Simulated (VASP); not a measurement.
# HC4 in VASP: notebook

HC4 is run at these levels: PBE+D3(BJ); tasks: single point.

Everything below comes from runs of VASP 6.6.1. Logs are shortened: lines on timing, memory, paths and dates and some standing lists are left out, and cuts for length are marked.

### 1 The cell of the first run

The cell holds a slab with vacuum, 10 atoms: a = 4.931 Å, b = 4.931 Å, c = 18.000 Å, α = 90.00°, β = 90.00°, γ = 120.00°.

### 2 Single point, PBE+D3(BJ)

INCAR

```
SYSTEM = HC4
ALGO = Normal ; DIPOL = 0.5 0.5 0.227
EDIFF = 1E-6 ; ENCUT = 520
GGA = PE ; IDIPOL = 3
ISIF = 2 ; ISMEAR = 0
IVDW = 12 ; LASPH = .TRUE.
LCHARG = .TRUE. ; LDIPOL = .TRUE.
LELF = .TRUE. ; LREAL = .FALSE.
LVACPOTAV = .TRUE. ; LVHAR = .TRUE.
LWAVE = .FALSE. ; NBANDS = 28
NELM = 100 ; PREC = Accurate
SIGMA = 0.1
```

KPOINTS

```
k-points
0
G
  6 6 1
  0 0 0
```

POSCAR

```
HC4
1.0
    4.9314011428      0.0000000001      0.0000000000
   -2.4657005715      4.2707186659      0.0000000000
    0.0000000000      0.0000000000     18.0000000000
C H
8 2
Direct
    0.1666666667      0.3333333333      0.2222222222
    0.1666666667      0.8333333333      0.2222222222
    0.6666666667      0.3333333333      0.2222222222
    0.6666666667      0.8333333333      0.2222222222
    0.3333333333      0.1666666667      0.2222222222
    0.3333333333      0.6666666667      0.2222222222
    0.8333333333      0.1666666667      0.2222222222
    0.8333333333      0.6666666667      0.2222222222
   -0.0186877442     -0.0186848854      0.2472222222
    0.5186877442      0.5186848854      0.2472222222
```

Potentials or basis: VASP PAW PBE potentials, release 64 (C, H).

Command:

```sh
> cat potpaw_PBE.64/C/POTCAR potpaw_PBE.64/H/POTCAR > POTCAR
> mpirun -np 1 vasp_std > vasp.out
```

OUTCAR:

```text
SYSTEM = HC4
   EDIFF = 1E-6
   ENCUT = 520
   GGA = PE
   ISIF = 2
   ISMEAR = 0
   IVDW = 12
   LASPH = .TRUE.
   LREAL = .FALSE.
   NELM = 100
   PREC = Accurate
 IVDW          = 12

 ion  position               nearest neighbor table
   1  0.167  0.333  0.222-   5 1.42   7 1.42   6 1.42
   2  0.167  0.833  0.222-   6 1.42   8 1.42   5 1.42
   3  0.667  0.333  0.222-   7 1.42   5 1.42   8 1.42
   4  0.667  0.833  0.222-   9 1.42  10 1.42   8 1.42   6 1.42   7 1.42
   5  0.333  0.167  0.222-   1 1.42   3 1.42   2 1.42
   6  0.333  0.667  0.222-   2 1.42   4 1.42   1 1.42
   7  0.833  0.167  0.222-   3 1.42   1 1.42   4 1.42
   8  0.833  0.667  0.222-  10 1.42   9 1.42   4 1.42   2 1.42   3 1.42
   9  0.981  0.981  0.247-   4 1.42   8 1.42
  10  0.519  0.519  0.247-   8 1.42   4 1.42

  LATTYP: Found a hexagonal cell.
 ALAT       =     4.9314011428
 C/A-ratio  =     3.6500782392

  Lattice vectors:

 A1 = (   4.9314011428,   0.0000000001,   0.0000000000)
 A2 = (  -2.4657005715,   4.2707186659,   0.0000000000)
 A3 = (   0.0000000000,   0.0000000000,  18.0000000000)

Analysis of symmetry for initial positions (statically):
=====================================================================
 Subroutine PRICEL returns:
 Original cell was already a primitive cell.

 Routine SETGRP: Setting up the symmetry group for a
 hexagonal supercell.

 Subroutine GETGRP returns: Found  4 space group operations
 (whereof  2 operations were pure point group operations)
 out of a pool of 24 trial point group operations.

The static configuration has the point symmetry C_1h.
 The point group associated with its full space group is C_2v.

Analysis of symmetry for dynamics (positions and initial velocities):
=====================================================================
 Subroutine PRICEL returns:
 Original cell was already a primitive cell.

 Routine SETGRP: Setting up the symmetry group for a
 hexagonal supercell.

 Subroutine GETGRP returns: Found  4 space group operations
 (whereof  2 operations were pure point group operations)
 out of a pool of 24 trial point group operations.

The dynamic configuration has the point symmetry C_1h.
 The point group associated with its full space group is C_2v.

 Subroutine INISYM returns: Found  4 space group operations
 (whereof  2 operations are pure point group operations),
 and found     1 'primitive' translations

----------------------------------------------------------------------------------------
[... 112 lines left out ...]
   ISMEAR =     0;   SIGMA  =   0.10  broadening in eV -4-tet -1-fermi 0-gaus
   EFERMI_NEDOS =   21; number of points for ismear=-14 and -15
   IALGO  =     38    algorithm
   IMIX   =      4    mixing-type and parameters
     AMIX     =   0.40;   BMIX     =  1.00
     AMIX_MAG =   1.60;   BMIX_MAG =  1.00
  volume/ion in A,a.u.               =      37.91       255.82
  Fermi-wavevector in a.u.,A,eV,Ry     =   0.732802  1.384795  7.306308  0.536999
  Thomas-Fermi vector in A             =   1.825354
   LORBIT       =      0    0 simple, 1 ext, 2 COOP (PROOUT), +10 PAW based schemes
   GGA     = PE    functional components
   LHFCALC =     F    Hartree Fock is set to
   AEXX    =    0.0000 exact exchange contribution
   IVDW    =    12    specifies the selected vdW correction
   LEPSILON=     F    determine dielectric tensor
   LRPA    =     F    only Hartree local field effects (RPA)
 non-spin polarized calculation
 Gauss-broadening in eV      SIGMA  =   0.10
  energy-cutoff  :      520.00
  volume of cell :      379.09
 maximum number of plane-waves:     10258
 NGX is ok and might be reduce to    40
   NGX = 19   NGY = 19   NGZ = 67

 dipolmoment           0.000000      0.000000      0.000002 electrons x Angstroem

 number of electron      33.9999998 magnetization

 dipolmoment           0.000000      0.000000     -0.101444 electrons x Angstroem

 Free energy of the ion-electron system (eV)
  ---------------------------------------------------
  ext. energy  EPLUGINS =         0.00000000
  ---------------------------------------------------
  free energy    TOTEN  =       -70.36131764 eV

  energy without entropy =      -70.34940553  energy(sigma->0) =      -70.35536159

 E-fermi :  -1.0083     XC(G=0):  -2.4812

 val. band max:       -1.2081178011   @ k =   0.0000   0.0000   0.0000
 cond. band min:      -0.9948354285   @ k =  -0.3333   0.3333   0.0000
 fundamental gap:      0.2132823726
 Fermi energy:        -1.0083043824

 k-point     1 :       0.0000    0.0000    0.0000
  band No.  band energies     occupation
      1     -23.9573      2.00000
      2     -19.1450      2.00000
      3     -18.2071      2.00000
      4     -17.6298      2.00000
      5     -17.2127      2.00000
      6     -17.1531      2.00000
[... 392 lines left out ...]
     27       4.4105      0.00000
     28       4.4262      0.00000

------------------------ aborting loop because EDIFF is reached ----------------------------------------

 Edisp (eV)   -0.71237

 E8    (eV) :    -0.2138

  FORCE on cell =-STRESS in cart. coord.  units (eV):
  Direction    XX          YY          ZZ          XY          YZ          ZX
  --------------------------------------------------------------------------------------
  -------------------------------------------------------------------------------------
  Total      12.07276    11.37709     3.23824    -0.60247    -0.00000     0.00000
  in kB      51.02386    48.08372    13.68599    -2.54624    -0.00000     0.00000
  external pressure =       37.60 kB  Pullay stress =        0.00 kB

 VOLUME and BASIS-vectors are now :
 -----------------------------------------------------------------------------
  energy-cutoff  :      520.00
  volume of cell :      379.09
      direct lattice vectors                 reciprocal lattice vectors
     4.931401143  0.000000000  0.000000000     0.202782124  0.117076314  0.000000000
    -2.465700572  4.270718666  0.000000000    -0.000000000  0.234152628  0.000000000
     0.000000000  0.000000000 18.000000000     0.000000000  0.000000000  0.055555556

 POSITION                                       TOTAL-FORCE (eV/Angst)
 -----------------------------------------------------------------------------------
      0.00000      1.42357      4.00000        -0.424130      0.244871     -1.238952
     -1.23285      3.55893      4.00000         1.358504     -0.246476     -0.320029
      2.46570      1.42357      4.00000         0.892706     -1.053261     -0.320029
      1.23285      3.55893      4.00000        -1.144987      0.661058     -1.798891
      1.23285      0.71179      4.00000         0.424130     -0.244871     -1.238952
     -0.00000      2.84715      4.00000        -1.358504      0.246476     -0.320029
      3.69855      0.71179      4.00000        -0.892706      1.053261     -0.320029
      2.46570      2.84715      4.00000         1.144987     -0.661058     -1.798891
      2.41962      4.19092      4.45000        -0.086776     -0.150301      3.677900
      1.27894      2.21516      4.45000         0.086776      0.150301      3.677900
 -----------------------------------------------------------------------------------
    total drift:                               -0.005008      0.008715      0.000719

  FREE ENERGIE OF THE ION-ELECTRON SYSTEM (eV)
  ---------------------------------------------------
  free  energy   TOTEN  =       -71.0736861243 eV

  energy  without entropy=      -71.0617740171  energy(sigma->0) =      -71.06773007

 vacuum level on the upper side and lower side of the slab         1.370         2.241
```

OSZICAR:

```text
N       E                     dE             d eps       ncg     rms          rms(c)
DAV:   1     0.289000726715E+03    0.28900E+03   -0.12856E+04   760   0.908E+02
DAV:   2    -0.318528875437E+02   -0.32085E+03   -0.30451E+03  1148   0.223E+02
DAV:   3    -0.742953579248E+02   -0.42442E+02   -0.42179E+02   940   0.874E+01
DAV:   4    -0.755266862838E+02   -0.12313E+01   -0.12250E+01   912   0.187E+01
[... 13 lines left out ...]
DAV:  18    -0.703612824029E+02   -0.32107E-04   -0.18079E-06   704   0.473E-03    0.115E-03
DAV:  19    -0.703613104512E+02   -0.28048E-04   -0.38546E-07   560   0.234E-03    0.485E-04
DAV:  20    -0.703613154103E+02   -0.49592E-05   -0.72617E-08   604   0.104E-03    0.252E-04
DAV:  21    -0.703613175589E+02   -0.21486E-05   -0.58086E-08   556   0.753E-04    0.110E-04
DAV:  22    -0.703613176412E+02   -0.82322E-07   -0.40550E-09   676   0.314E-04
   1 F= -.71073686E+02 E0= -.71067730E+02  d E =-.119121E-01
```

Wall time 2 min (1 thread of Intel Xeon 6975P-C (Granite Rapids), shared host); peak memory 0.53 GiB.

Results:

- Free energy: -71.0737 eV
- Largest force: 3.682 eV/Å
- Band gap on the k mesh: zero (band 17 reaches -0.16 eV, above the bottom of band 18 at -1.90 eV)
- Dispersion energy per atom: -0.071 eV

Forces on the atoms (eV/Å):
```
C   -0.424  0.245 -1.239
C    1.359 -0.246 -0.320
C    0.893 -1.053 -0.320
C   -1.145  0.661 -1.799
C    0.424 -0.245 -1.239
C   -1.359  0.246 -0.320
C   -0.893  1.053 -0.320
C    1.145 -0.661 -1.799
H   -0.087 -0.150  3.678
H    0.087  0.150  3.678
```

Levels at points of the mesh, in eV from the Fermi level:
| k point | band 14 | band 15 | band 16 | band 17 | band 18 | band 19 | band 20 | band 21 |
| --- | --- | --- | --- | --- | --- | --- | --- | --- |
| (0.00, 0.00, 0.00) | -4.63 | -4.32 | -3.99 | -2.16 | -0.89 | -0.20 | 1.46 | 1.57 |
| (0.50, 0.00, 0.00) | -7.20 | -4.79 | -4.78 | 0.85 | 0.88 | 1.85 | 2.62 | 3.42 |
| (0.50, 0.50, 0.00) | -7.10 | -4.94 | -4.76 | 0.85 | 0.92 | 1.61 | 2.76 | 3.24 |

### 3 Single point, PBE+D3(BJ)

INCAR

```
PREC = Accurate
ENCUT = 520
EDIFF = 1E-6
ISMEAR = 0
SIGMA = 0.1
LREAL = False
LASPH = True
NELM = 80
ALGO = Normal
ISIF = 2
LWAVE = False
LCHARG = False
LDIPOL = True
IDIPOL = 3
DIPOL = 0.5 0.5 0.234
GGA = PE
IVDW = 12
NBANDS = 28
```

KPOINTS

```
regular mesh
0
Gamma
  6 6 1
```

POSCAR, as its differences from that of step 2:

```diff
@@ -16,3 +16,3 @@
     0.8333333333      0.6666666667      0.2222222222
-   -0.0186877442     -0.0186848854      0.2472222222
-    0.5186877442      0.5186848854      0.2472222222
+   -0.0186877442     -0.0186848854      0.2827777778
+    0.5186877442      0.5186848854      0.2827777778
```

Potentials or basis: VASP PAW PBE potentials, release 64 (C, H).

Command:

```sh
> cat potpaw_PBE.64/C/POTCAR potpaw_PBE.64/H/POTCAR > POTCAR
> mpirun -np 1 vasp_std > vasp.out
```

It took 2.1 min on 1 thread of Intel Xeon 6975P-C (Granite Rapids), shared host; peak memory 0.53 GiB.

Results (log left out):

| Property | Result |
| --- | --- |
| Free energy | -74.3906 eV |
| Largest force | 1.122 eV/Å |
| Band gap on the k mesh | zero (band 17 reaches -1.01 eV, above the bottom of band 18 at -3.03 eV) |
| Dispersion energy per atom | -0.091 eV |

Forces in eV/Å, atoms in the order of the input:
```
C   -0.192  0.111 -0.420
C    0.542 -0.034 -0.205
C    0.300 -0.453 -0.205
C   -0.585  0.338 -0.280
C    0.192 -0.111 -0.420
C   -0.542  0.034 -0.205
C   -0.300  0.453 -0.205
C    0.585 -0.338 -0.280
H   -0.083 -0.144  1.110
H    0.083  0.144  1.110
```

Levels at points of the mesh, in eV from the Fermi level:
| k point | band 14 | band 15 | band 16 | band 17 | band 18 | band 19 | band 20 | band 21 |
| --- | --- | --- | --- | --- | --- | --- | --- | --- |
| (0.00, 0.00, 0.00) | -3.71 | -3.40 | -3.11 | -2.49 | -1.18 | 0.71 | 1.49 | 3.26 |
| (0.50, 0.00, 0.00) | -5.91 | -4.02 | -3.98 | 0.80 | 1.00 | 1.82 | 1.87 | 4.74 |
| (0.50, 0.50, 0.00) | -5.88 | -4.34 | -4.01 | 0.84 | 1.15 | 1.79 | 1.86 | 4.31 |
